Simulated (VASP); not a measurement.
Input of a VASP 6.6.1 run:

The input INCAR:

```
  PREC = Accurate
  ENCUT = 520
  EDIFF = 1E-6
  ISMEAR = 0
  SIGMA = 0.005
  LREAL = F
  LASPH = T
  NELM = 200
  ALGO = Normal
  ISIF = 2
  LWAVE = F
  LCHARG = T
  ISPIN = 2
  MAGMOM = 1 0
  LORBIT = 11
  GGA = PE
  IVDW = 12
  LELF = T
  LVHAR = T
  NBANDS = 16
  ISYM = 0
  GGA_COMPAT = F
  NELMDL = -8
```

KPOINTS

```
Automatic mesh
0
Gamma
  1 1 1
```

File POSCAR:

```
SiF
1.0
   15.0000000000      0.0000000000      0.0000000000
    0.0000000000     15.5000000000      0.0000000000
    0.0000000000      0.0000000000     16.0000000000
Si F
1 1
Direct
    0.4846731044      0.4990179373      0.4512122599
    0.5153268956      0.5009820627      0.5487877401
```

Potentials or basis: VASP PAW PBE potentials, release 64 (Si, F).

Run with:

```bash
$ cat potpaw_PBE.64/Si/POTCAR potpaw_PBE.64/F/POTCAR > POTCAR
$ mpirun -np 1 vasp_gam > vasp.out
```

Q: Predict the largest force.

A: 0.200 eV/Å.

Q: What does it give for the site moments?

A: Si +0.27; F +0.05 μB.

Q: What does it give for the gap between the frontier levels?

A: 0.28 eV.

Forces on the atoms (eV/Å):
```
Si  -0.057 -0.004 -0.192
F    0.057  0.004  0.192
```
